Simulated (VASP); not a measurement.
# CoO (Fm-3m) in VASP: single point with LDA+U

Aim: the single point of CoO with LDA+U.

All numbers are computed with VASP 6.6.1; they aren't measurements. Logs are shortened: lines on timing, memory, paths and dates and some standing lists are left out, and cuts for length are marked.

## Step 1: The cell of the first run

The structure is cubic, space group Fm-3m (No. 225). The conventional cell has a = 4.263 Å, b = 4.263 Å, c = 4.263 Å, α = 90.00°, β = 90.00°, γ = 90.00°. Co (site symmetry m-3m) has 6 O at 2.13 Å within 2.8 Å. O (site symmetry m-3m) has 6 Co at 2.13 Å within 2.8 Å.

## Step 2: Single point, LDA+U

INCAR reads:

```
SYSTEM = CoO
  PREC = Accurate
  ENCUT = 520
  EDIFF = 1E-7
  ISMEAR = 0
  SIGMA = 0.05
  LREAL = .FALSE.
  LASPH = .TRUE.
  NELM = 150
  ALGO = Normal
  ISIF = 2
  LWAVE = .FALSE.
  LCHARG = .FALSE.
  LMAXMIX = 4
  LDAU = .TRUE.
  LDAUTYPE = 2
  LDAUL = 2 -1
  LDAUU = 4 0
  LDAUJ = 0 0
  LDAUPRINT = 1
  GGA = CA
  NBANDS = 14
```

KPOINTS reads:

```
Automatic mesh
0
G
  8 8 8
  0 0 0
```

POSCAR reads:

```
CoO
1.0
    0.0000000000      2.1315016600      2.1315016600
    2.1315016600      0.0000000000      2.1315016600
    2.1315016600      2.1315016600      0.0000000000
Co O
1 1
Direct
    0.0000000000      0.0000000000      0.0000000000
    0.5000000000      0.5000000000      0.5000000000
```

Potentials or basis: VASP PAW LDA potentials, release 64 (Co, O).

Launch:

```console
cat potpaw_LDA.64/Co/POTCAR potpaw_LDA.64/O/POTCAR > POTCAR
mpirun -np 1 vasp_std > vasp.out
```

OUTCAR:

```text
SYSTEM = CoO
   PREC = Accurate
   ENCUT = 520
   EDIFF = 1E-7
   ISMEAR = 0
   LREAL = .FALSE.
   LASPH = .TRUE.
   NELM = 150
   ISIF = 2
   GGA = CA

 ion  position               nearest neighbor table
   1  0.000  0.000  0.000-   2 2.13   2 2.13   2 2.13   2 2.13   2 2.13   2 2.13
   2  0.500  0.500  0.500-   1 2.13   1 2.13   1 2.13   1 2.13   1 2.13   1 2.13

  LATTYP: Found a face centered cubic cell.
 ALAT       =     4.2630033200

  Lattice vectors:

 A1 = (   0.0000000000,   2.1315016600,   2.1315016600)
 A2 = (   2.1315016600,   0.0000000000,   2.1315016600)
 A3 = (   2.1315016600,   2.1315016600,   0.0000000000)

Analysis of symmetry for initial positions (statically):
=====================================================================
 Subroutine PRICEL returns:
 Original cell was already a primitive cell.

 Routine SETGRP: Setting up the symmetry group for a
 face centered cubic supercell.

 Subroutine GETGRP returns: Found 48 space group operations
 (whereof 48 operations were pure point group operations)
 out of a pool of 48 trial point group operations.

The static configuration has the point symmetry O_h .

Analysis of symmetry for dynamics (positions and initial velocities):
=====================================================================
 Subroutine PRICEL returns:
 Original cell was already a primitive cell.

 Routine SETGRP: Setting up the symmetry group for a
 face centered cubic supercell.

 Subroutine GETGRP returns: Found 48 space group operations
 (whereof 48 operations were pure point group operations)
 out of a pool of 48 trial point group operations.

The dynamic configuration has the point symmetry O_h .

 Subroutine INISYM returns: Found 48 space group operations
 (whereof 48 operations are pure point group operations),
 and found     1 'primitive' translations

----------------------------------------------------------------------------------------

                                     Primitive cell

[... 150 lines left out ...]
 -0.0000  0.0000  0.0000  0.9594  0.0000
  0.0000  0.0000 -0.0000  0.0000  0.4094

 occupancies and eigenvectors

  o =  0.4094  v =  0.0000 -0.0000  0.9995 -0.0000  0.0322  0.0000  0.0000  0.0000  0.0000  0.0000      0.0000  0.0000  0.0000  0.0000  0.0000  0.0000  0.0000  0.0000  0.0000  0.0000
  o =  0.4094  v =  0.0000  0.0000  0.0000  0.0000  0.0000  0.0000 -0.0000  0.9995 -0.0000  0.0322      0.0000  0.0000  0.0000  0.0000  0.0000  0.0000  0.0000  0.0000  0.0000  0.0000
  o =  0.4094  v =  0.0000 -0.0000 -0.0322 -0.0000  0.9995  0.0000  0.0000  0.0000  0.0000  0.0000      0.0000  0.0000  0.0000  0.0000  0.0000  0.0000  0.0000  0.0000  0.0000  0.0000
  o =  0.4094  v =  0.0000  0.0000  0.0000  0.0000  0.0000  0.0000 -0.0000 -0.0322 -0.0000  0.9995      0.0000  0.0000  0.0000  0.0000  0.0000  0.0000  0.0000  0.0000  0.0000  0.0000
  o =  0.9594  v =  1.0000  0.0000  0.0000  0.0000  0.0000  0.0000  0.0000  0.0000  0.0000  0.0000      0.0000  0.0000  0.0000  0.0000  0.0000  0.0000  0.0000  0.0000  0.0000  0.0000
  o =  0.9594  v =  0.0000  0.0000  0.0000  0.0000  0.0000  1.0000  0.0000  0.0000  0.0000  0.0000      0.0000  0.0000  0.0000  0.0000  0.0000  0.0000  0.0000  0.0000  0.0000  0.0000
  o =  0.9594  v =  0.0000  0.0000  0.0000  0.0000  0.0000  0.0000 -0.9792 -0.0000  0.2031 -0.0000      0.0000  0.0000  0.0000  0.0000  0.0000  0.0000  0.0000  0.0000  0.0000  0.0000
  o =  0.9594  v =  0.0000 -0.9792 -0.0000  0.2031 -0.0000  0.0000  0.0000  0.0000  0.0000  0.0000      0.0000  0.0000  0.0000  0.0000  0.0000  0.0000  0.0000  0.0000  0.0000  0.0000
  o =  0.9594  v =  0.0000  0.0000  0.0000  0.0000  0.0000  0.0000 -0.2031 -0.0000 -0.9792 -0.0000      0.0000  0.0000  0.0000  0.0000  0.0000  0.0000  0.0000  0.0000  0.0000  0.0000
  o =  0.9594  v =  0.0000 -0.2031 -0.0000 -0.9792 -0.0000  0.0000  0.0000  0.0000  0.0000  0.0000      0.0000  0.0000  0.0000  0.0000  0.0000  0.0000  0.0000  0.0000  0.0000  0.0000

 number of electron      15.0000008 magnetization

 Free energy of the ion-electron system (eV)
  ---------------------------------------------------
  ext. energy  EPLUGINS =         0.00000000
  ---------------------------------------------------
  free energy    TOTEN  =       -11.72314255 eV

  energy without entropy =      -11.71836090  energy(sigma->0) =      -11.72075173

 E-fermi :   7.4496     XC(G=0): -12.8630

 val. band max:        7.4170234732   @ k =  -0.2500   0.3750   0.1250
 cond. band min:       7.4614694627   @ k =  -0.3750   0.3750   0.1250
 fundamental gap:      0.0444459895
 Fermi energy:         7.4496009598

 k-point     1 :       0.0000    0.0000    0.0000
  band No.  band energies     occupation
      1     -12.5928      2.00000
      2       4.1241      2.00000
      3       4.1241      2.00000
      4       4.1241      2.00000
      5       4.3448      2.00000
      6       4.3448      2.00000
      7       4.3448      2.00000
      8       6.4993      2.00000
      9       6.4994      2.00000
     10       8.7247      0.00000
     11      24.3194      0.00000
     12      24.8272      0.00000
     13      24.8273      0.00000
     14      24.8273      0.00000
[... 377 lines left out ...]
      1     -11.2834      2.00000
      2      -0.0628      2.00000
      3       1.6035      2.00000
      4       2.1492      2.00000
      5       5.1994      2.00000
      6       5.2017      2.00000
      7       5.6026      2.00000
      8       7.9813      0.00000
      9       8.5946      0.00000
     10      14.7995      0.00000
     11      16.3814      0.00000
     12      18.5974      0.00000
     13      21.6297      0.00000
     14      28.0745      0.00000

 [... further k-points ...]
[... 5 lines left out ...]
  --------------------------------------------------------------------------------------
  -------------------------------------------------------------------------------------
  Total       -4.5434150     -4.5434150     -4.5434150     -0.0000000      0.0000000     -0.0000000
  in kB     -375.8425682   -375.8425682   -375.8425682     -0.0000000      0.0000000     -0.0000000
  external PRESSURE =    -375.8425682 kB  Pullay stress =       0.0000000 kB

 VOLUME and BASIS-vectors are now :
 -----------------------------------------------------------------------------
  energy-cutoff  :      520.00
  volume of cell :       19.37
      direct lattice vectors                 reciprocal lattice vectors
     0.000000000  2.131501660  2.131501660    -0.234576407  0.234576407  0.234576407
     2.131501660  0.000000000  2.131501660     0.234576407 -0.234576407  0.234576407
     2.131501660  2.131501660  0.000000000     0.234576407  0.234576407 -0.234576407

 POSITION                                       TOTAL-FORCE (eV/Angst)
 -----------------------------------------------------------------------------------
      0.00000      0.00000      0.00000         0.000000      0.000000      0.000000
      2.13150      2.13150      2.13150        -0.000000     -0.000000     -0.000000
 -----------------------------------------------------------------------------------
    total drift:                                0.000000     -0.000000     -0.000000

  FREE ENERGIE OF THE ION-ELECTRON SYSTEM (eV)
  ---------------------------------------------------
  free  energy   TOTEN  =       -11.7231425530 eV

  energy  without entropy=      -11.7183609023  energy(sigma->0) =      -11.72075173
```

stdout:

```text
POSCAR found type information on POSCAR CoO
 POSCAR found :  2 types and       2 ions
 scaLAPACK will be used
 LDA part: xc-table for (Slater(with rela. corr.)+CA(PZ))
 , standard interpolation
 POSCAR, INCAR and KPOINTS ok, starting setup
 FFT: planning ... GRIDC
 FFT: planning ... GRID_SOFT
 FFT: planning ... GRID
 WAVECAR not read
 entering main loop
```

Wall time 9.6 s (1 thread of Intel Xeon 8259CL, shared host); peak memory 0.13 GiB.

Results:

* Free energy: -11.7231 eV
* Pressure: -37.6 GPa

Eigenvalues of the final occupation matrices:
```
    site  spin  trace               eigenvalues
site 1 d     1   3.70  0.41 0.41 0.96 0.96 0.96
site 1 d     2   3.70  0.41 0.41 0.96 0.96 0.96
```

Caveat: an odd number of electrons without spin polarisation forces a metal; a magnetic or distorted state may lie lower; the run has no spin polarisation, though such a crystal can be magnetic; U without spin polarisation on a metal has little footing. Spin polarisation is off, so any magnetic state and its effect on volume and gap are missing.
